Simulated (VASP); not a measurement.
Os, 2 atoms in the cell. Symmetry: P6_3/mmc, No. 194, hexagonal system. Conventional cell: a = 2.839 Å, b = 2.839 Å, c = 4.486 Å, α = 90.00°, β = 90.00°, γ = 120.00°. Within 3.7 Å of Os (site symmetry -6m2) lie 12 Os at 2.78 to 2.84 Å. 

| Property | Result |
| --- | --- |
| Program | VASP 6.6.1 |
| Task | single point |
| Functional | LDA |
| Potentials or basis | VASP PAW LDA potentials, release 64 (Os) |
| Cutoff | 600 eV |
| k mesh | 11 × 11 × 6 |
| Occupations | fermi-dirac, width 0.15 eV |
| Spin | no spin polarisation |
| Dipole correction | no |
| Further INCAR settings | ALGO = Normal; EDIFF = 1e-06; NBANDS = 15 |

Potentials or basis: VASP PAW LDA potentials, release 64 (Os).

Launch:

```bash
$ cat potpaw_LDA.64/Os/POTCAR > POTCAR
$ mpirun -np 1 vasp_std > vasp.out
```

Hardware: 1 thread of Intel Xeon 8259CL, on a shared host.

Question: Estimate the wall time of this run.

Answer: Wall time 18 s on 1 thread of Intel Xeon 8259CL, on a shared host, peak memory 0.16 GiB. Counts: scf iterations 12, k points 64.
